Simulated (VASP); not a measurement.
# Ta5Si (F-43m) in VASP: a series of runs, part 2 of 2

VASP 6.6.1. Earlier steps stand in the parts before.

## 4. Single point, PBE

This run uses another cell than the first one, of 18.61 Å³/atom, 1.148 times its volume.

INCAR reads:

```
SYSTEM = Ta5Si
PREC = Accurate
ENCUT = 520
EDIFF = 1E-7
ISMEAR = 0
SIGMA = 0.1
LREAL = .False.
LASPH = .True.
NELM = 80
ALGO = Fast
ISIF = 2
LWAVE = .False.
LCHARG = .False.
GGA = PE
NBANDS = 38
```

KPOINTS reads:

```
regular mesh
0
Gamma
  8 8 8
  0 0 0
```

POSCAR reads:

```
Ta5Si
1.0
    0.0000000000      3.8218693462      3.8218693462
    3.8218693462      0.0000000000      3.8218693462
    3.8218693462      3.8218693462      0.0000000000
Ta Si
5 1
Direct
    0.2500000000      0.2500000000      0.2500000000
    0.6245521727      0.6245521727      0.6245521727
    0.1263434818      0.6245521727      0.6245521727
    0.6245521727      0.1263434818      0.6245521727
    0.6245521727      0.6245521727      0.1263434818
    0.0000000000      0.0000000000      0.0000000000
```

Potentials or basis: VASP PAW PBE potentials, release 64 (Ta_pv, Si).

On the command line:

```sh
> cat potpaw_PBE.64/Ta_pv/POTCAR potpaw_PBE.64/Si/POTCAR > POTCAR
> mpirun -np 1 vasp_std > vasp.out
```

OUTCAR:

```text
SYSTEM = Ta5Si
   PREC = Accurate
   ENCUT = 520
   EDIFF = 1E-7
   ISMEAR = 0
   LREAL = .False.
   LASPH = .True.
   NELM = 80
   ISIF = 2
   GGA = PE

 ion  position               nearest neighbor table
   1  0.250  0.250  0.250-   3 3.17   4 3.17   5 3.17   2 3.17   2 3.17   2 3.17   3 3.17   4 3.17
                             5 3.17   3 3.17   4 3.17   5 3.17   6 3.31   6 3.31   6 3.31   6 3.31
   2  0.625  0.625  0.625-   3 2.69   4 2.69   5 2.69   3 2.71   4 2.71   5 2.71   1 3.17   1 3.17
                             1 3.17   6 3.17   6 3.17   6 3.17
[... 1200 lines left out ...]
  Total        0.1074784      0.1074784      0.1074784     -0.0000000      0.0000000     -0.0000000
  in kB        1.5423189      1.5423189      1.5423189     -0.0000000      0.0000000     -0.0000000
  external PRESSURE =       1.5423189 kB  Pullay stress =       0.0000000 kB

 VOLUME and BASIS-vectors are now :
 -----------------------------------------------------------------------------
  energy-cutoff  :      520.00
  volume of cell :      111.65
      direct lattice vectors                 reciprocal lattice vectors
     0.000000000  3.821869346  3.821869346    -0.130826032  0.130826032  0.130826032
     3.821869346  0.000000000  3.821869346     0.130826032 -0.130826032  0.130826032
     3.821869346  3.821869346  0.000000000     0.130826032  0.130826032 -0.130826032

 POSITION                                       TOTAL-FORCE (eV/Angst)
 -----------------------------------------------------------------------------------
      1.91093      1.91093      1.91093        -0.000000      0.000000      0.000000
      4.77391      4.77391      4.77391         0.003388      0.003388      0.003388
      4.77391      2.86983      2.86983         0.003388     -0.003388     -0.003388
      2.86983      4.77391      2.86983        -0.003388      0.003388     -0.003388
      2.86983      2.86983      4.77391        -0.003388     -0.003388      0.003388
      0.00000      0.00000      0.00000        -0.000000      0.000000      0.000000
 -----------------------------------------------------------------------------------
    total drift:                                0.000000      0.000000      0.000000

  FREE ENERGIE OF THE ION-ELECTRON SYSTEM (eV)
  ---------------------------------------------------
  free  energy   TOTEN  =       -61.8185222098 eV

  energy  without entropy=      -61.7699895762  energy(sigma->0) =      -61.79425589
```

OSZICAR:

```text
N       E                     dE             d eps       ncg     rms          rms(c)
DAV:   1     0.571748761385E+03    0.57175E+03   -0.31944E+04  2204   0.154E+03
DAV:   2    -0.366904468289E+02   -0.60844E+03   -0.59349E+03  2382   0.461E+02
DAV:   3    -0.638909405616E+02   -0.27200E+02   -0.26139E+02  2822   0.847E+01
DAV:   4    -0.645848585891E+02   -0.69392E+00   -0.68622E+00  2640   0.124E+01
DAV:   5    -0.646044865054E+02   -0.19628E-01   -0.19606E-01  2966   0.184E+00    0.308E+01
RMM:   6    -0.626240059027E+02    0.19805E+01   -0.85207E+00  2980   0.968E+00    0.159E+01
RMM:   7    -0.619864419763E+02    0.63756E+00   -0.19264E+00  2371   0.646E+00    0.749E+00
RMM:   8    -0.618087051643E+02    0.17774E+00   -0.67685E-01  2578   0.437E+00    0.689E-01
RMM:   9    -0.618175875207E+02   -0.88824E-02   -0.13830E-01  3067   0.146E+00    0.585E-01
RMM:  10    -0.618181857102E+02   -0.59819E-03   -0.19262E-02  3039   0.583E-01    0.350E-01
RMM:  11    -0.618184773556E+02   -0.29165E-03   -0.33946E-03  3200   0.224E-01    0.106E-01
RMM:  12    -0.618185299851E+02   -0.52629E-04   -0.65888E-04  3182   0.933E-02    0.290E-02
RMM:  13    -0.618185215414E+02    0.84437E-05   -0.98253E-05  2966   0.425E-02    0.112E-02
RMM:  14    -0.618185213908E+02    0.15057E-06   -0.27559E-05  3117   0.223E-02    0.420E-03
RMM:  15    -0.618185221348E+02   -0.74404E-06   -0.48870E-06  3059   0.102E-02    0.167E-03
RMM:  16    -0.618185222098E+02   -0.74922E-07   -0.91174E-07  2492   0.444E-03
   1 F= -.61818522E+02 E0= -.61794256E+02  d E =-.485326E-01
```

stdout:

```text
POSCAR found type information on POSCAR TaSi
 POSCAR found :  2 types and       6 ions
 scaLAPACK will be used
 LDA part: xc-table for (Slater+PW92), standard interpolation
 POSCAR, INCAR and KPOINTS ok, starting setup
 FFT: planning ... GRIDC
 FFT: planning ... GRID_SOFT
 FFT: planning ... GRID
 WAVECAR not read
 entering main loop
```

Run time: 2.3 min. Hardware: 1 thread of Intel Xeon Platinum 8259CL at 2.50GHz (Skylake/Cascade Lake), shared host; peak memory 0.29 GiB.

Results:

| Quantity | Value |
| --- | --- |
| Free energy | -61.8185 eV |
| Pressure | 0.2 GPa |
| Largest force | 0.006 eV/Å |

Forces on the atoms (eV/Å):
```
Ta   0.000  0.000  0.000
Ta   0.003  0.003  0.003
Ta   0.003 -0.003 -0.003
Ta  -0.003  0.003 -0.003
Ta  -0.003 -0.003  0.003
Si   0.000  0.000  0.000
```

Caveat: spin-orbit coupling is left out, which moves the levels of the heavy elements.

## 5. Relaxation of cell and atoms, PBE

INCAR reads:

```
SYSTEM = Ta5Si
ALGO     = Normal         ! electronic algorithm
EDIFF    = 1E-7           ! SCF threshold, eV
EDIFFG   = -0.04          ! ionic threshold
ENCUT    = 600            ! plane-wave cutoff, eV
GGA      = PE             ! functional
IBRION   = 2              ! ionic algorithm
ISIF     = 3              ! what is computed and relaxed
ISMEAR   = 0              ! smearing method
LASPH    = .True.         ! aspherical terms in the spheres
LCHARG   = .False.        ! write CHGCAR
LREAL    = .False.        ! projectors in reciprocal space
LWAVE    = .False.        ! write WAVECAR
NELM     = 60             ! most SCF steps
NSW      = 90             ! ionic steps
PREC     = Accurate       ! precision mode
SIGMA    = 0.1            ! smearing width, eV
```

KPOINTS reads:

```
k-points
0
Gamma
  4 4 4
  0 0 0
```

POSCAR reads:

```
Ta5Si
1.0
    0.0000000000      3.6505364000      3.6505364000
    3.6505364000      0.0000000000      3.6505364000
    3.6505364000      3.6505364000      0.0000000000
Ta Si
5 1
Direct
    0.7500000000      0.7500000000      0.7500000000
    0.3758891600      0.3758891600      0.8723325100
    0.3758891600      0.8723325100      0.3758891600
    0.3758891600      0.3758891600      0.3758891600
    0.8723325100      0.3758891600      0.3758891600
    0.0000000000      0.0000000000      0.0000000000
```

On the command line:

```sh
> cat potpaw_PBE.64/Ta_pv/POTCAR potpaw_PBE.64/Si/POTCAR > POTCAR
> mpirun -np 1 vasp_std > vasp.out
```

Run time: 5.5 min. Hardware: 1 thread of Intel Xeon Platinum 8259CL at 2.50GHz (Skylake/Cascade Lake), shared host; peak memory 0.28 GiB.

It converged, with:

```
Free energy                            : -61.7192 eV
Relaxed volume                         : 18.74 Å³/atom
Relaxed cell                           : a = 5.418 Å, b = 5.418 Å, c = 5.418 Å, α = 60.00°, β = 60.00°, γ = 60.00°
Space group after relaxing (to 0.05 Å) : F-43m (No. 216)
Energy gained by relaxing              : 201.4 meV/atom
Ionic steps                            : 7
Pressure after relaxing                : 0.0 GPa
```

Forces on the atoms (eV/Å):
```
Ta   0.000  0.000  0.000
Ta   0.001  0.001 -0.001
Ta   0.001 -0.001  0.001
Ta  -0.001 -0.001 -0.001
Ta  -0.001  0.001  0.001
Si   0.000  0.000  0.000
```

The path:
| step | energy change (eV) | largest force (eV/Å) | pressure (GPa) | volume (Å³) |
| --- | --- | --- | --- | --- |
| 1 | 0.0000 | 0.7211 | 28.49 | 97.30 |
| 2 | 1.7251 | 0.7854 | -23.92 | 143.82 |
| 3 | -1.1888 | 0.5872 | -1.20 | 113.28 |
| 4 | -1.1939 | 0.5503 | 0.05 | 112.34 |
| 5 | -1.1939 | 0.5369 | 0.48 | 112.02 |
| 6 | -1.2004 | 0.4099 | -0.24 | 112.77 |
| 7 | -1.2085 | 0.0026 | 0.04 | 112.45 |

Final structure:
```
Ta Si
1.0
     0.00000    3.83100    3.83100
     3.83100    0.00000    3.83100
     3.83100    3.83100    0.00000
Ta Si
5 1
Direct
  0.75000 0.75000 0.75000
  0.37570 0.37570 0.87290
  0.37570 0.87290 0.37570
  0.37570 0.37570 0.37570
  0.87290 0.37570 0.37570
  0.00000 0.00000 0.00000
```

Levels at points of the mesh, in eV from the Fermi level:
```csv
k point,band 27,band 28,band 29,band 30,band 31,band 32
"(0.00, 0.00, 0.00)",-0.12,-0.12,-0.12,0.15,0.15,2.69
"(0.50, 0.00, 0.00)",-0.64,-0.59,-0.43,0.03,0.03,0.90
"(0.50, 0.50, 0.00)",-0.57,-0.40,-0.19,-0.19,0.66,0.67
```

Caveat: the k points lie up to 0.36 Å⁻¹ apart in the final cell; the volume moved by over 15 % at a fixed basis, so the end points are rough; spin-orbit coupling is left out, which moves the levels of the heavy elements.

## 6. Relaxation of cell and atoms, PBE

This run uses another cell than the first one, of 18.72 Å³/atom, 1.155 times its volume.

INCAR reads:

```
PREC = Accurate
ENCUT = 600
EDIFF = 1E-6
ISMEAR = 0
SIGMA = 0.1
LREAL = F
LASPH = T
NELM = 60
ALGO = Fast
ISIF = 3
LWAVE = F
LCHARG = F
GGA = PE
IBRION = 2
NSW = 100
EDIFFG = -0.01
```

KPOINTS reads:

```
regular mesh
0
Gamma
  8 8 8
```

POSCAR reads:

```
Ta5Si
1.0
    0.0000000000      3.8298227053      3.8298227053
    3.8298227053      0.0000000000      3.8298227053
    3.8298227053      3.8298227053      0.0000000000
Ta Si
5 1
Direct
    0.2500000000      0.2500000000      0.2500000000
    0.6242982135      0.6242982135      0.6242982135
    0.1271053595      0.6242982135      0.6242982135
    0.6242982135      0.1271053595      0.6242982135
    0.6242982135      0.6242982135      0.1271053595
    0.0000000000      0.0000000000      0.0000000000
```

Potentials or basis: VASP PAW PBE potentials, release 64 (Ta_pv, Si).

On the command line:

```sh
> cat potpaw_PBE.64/Ta_pv/POTCAR potpaw_PBE.64/Si/POTCAR > POTCAR
> mpirun -np 1 vasp_std > vasp.out
```

It took 11 min on 1 thread of Intel Xeon Platinum 8259CL at 2.50GHz (Skylake/Cascade Lake), shared host; peak memory 0.39 GiB.

Results (log left out):

- Free energy: -61.8206 eV
- Relaxed volume: 18.63 Å³/atom
- Relaxed cell: a = 5.407 Å, b = 5.407 Å, c = 5.407 Å, α = 60.00°, β = 60.00°, γ = 60.00°
- Space group after relaxing (to 0.05 Å): F-43m (No. 216)
- Energy gained by relaxing: 0.4 meV/atom
- Ionic steps: 6
- Pressure after relaxing: 0.0 GPa
- Largest force after relaxing: 0.004 eV/Å

Forces on the atoms (eV/Å):
```
Ta   0.000  0.000  0.000
Ta   0.002  0.002  0.002
Ta   0.002 -0.002 -0.002
Ta  -0.002  0.002 -0.002
Ta  -0.002 -0.002  0.002
Si   0.000  0.000  0.000
```

Step by step:
```tsv
step	energy change (eV)	largest force (eV/Å)	pressure (GPa)	volume (Å³)
1	0.0000	0.1308	-0.74	112.35
2	0.0013	0.1063	1.16	110.94
3	-0.0022	0.0290	0.09	111.72
4	-0.0022	0.0317	0.07	111.73
5	-0.0022	0.0337	-0.10	111.84
6	-0.0023	0.0036	-0.02	111.78
```

Final structure:
```yaml
crystal:
  lattice:
    - [0.00000, 3.82336, 3.82336]
    - [3.82336, 0.00000, 3.82336]
    - [3.82336, 3.82336, 0.00000]
  atoms:
    - { symbol: Ta, position: [0.25000, 0.25000, 0.25000] }
    - { symbol: Ta, position: [0.62455, 0.62455, 0.62455] }
    - { symbol: Ta, position: [0.12634, 0.62455, 0.62455] }
    - { symbol: Ta, position: [0.62455, 0.12634, 0.62455] }
    - { symbol: Ta, position: [0.62455, 0.62455, 0.12634] }
    - { symbol: Si, position: [0.00000, 0.00000, 0.00000] }
```

Levels at points of the mesh, in eV from the Fermi level:
```tsv
k point	band 26	band 27	band 28	band 29	band 30	band 31	band 32	band 33
(0.00, 0.00, 0.00)	-1.54	-0.14	-0.14	-0.14	0.11	0.11	2.67	2.67
(0.50, 0.00, 0.00)	-0.68	-0.68	-0.62	-0.44	0.00	0.00	0.88	2.34
(0.50, 0.50, 0.00)	-0.98	-0.59	-0.42	-0.24	-0.24	0.65	0.65	0.65
```

Caveat: spin-orbit coupling is left out, which moves the levels of the heavy elements.

## 7. The runs side by side

```csv
task,cell,k mesh,cutoff (eV),gap on the mesh (eV),pressure (GPa),relaxed volume (Å³/atom),largest force (eV/Å)
single point,"a = 5.163 Å, angles 60.0°, 6 atoms",4 × 4 × 4,520,none,28.5,-,0.72
single point,"a = 5.416 Å, angles 60.0°, 6 atoms",4 × 4 × 4,520,none,0.2,-,0.01
single point,"a = 5.405 Å, angles 60.0°, 6 atoms",8 × 8 × 8,520,none,0.2,-,0.01
relaxation of cell and atoms,"relaxed from a = 5.163 Å, angles 60.0°, 6 atoms",4 × 4 × 4,600,none,0.0,18.74,-
relaxation of cell and atoms,"relaxed from a = 5.416 Å, angles 60.0°, 6 atoms",8 × 8 × 8,600,none,0.0,18.63,-
```

Alike in all rows: level PBE; potentials or basis VASP PAW PBE potentials, release 64 (Ta_pv, Si); no spin polarisation; smearing gaussian 0.1 eV.

Caveats: some runs use coarse meshes; spin-orbit coupling is left out, which moves the levels of the heavy elements; the volume moved by over 15 % at a fixed basis, so the end points are rough (some runs).

Absolute energies hang on the potentials; compare differences alone.
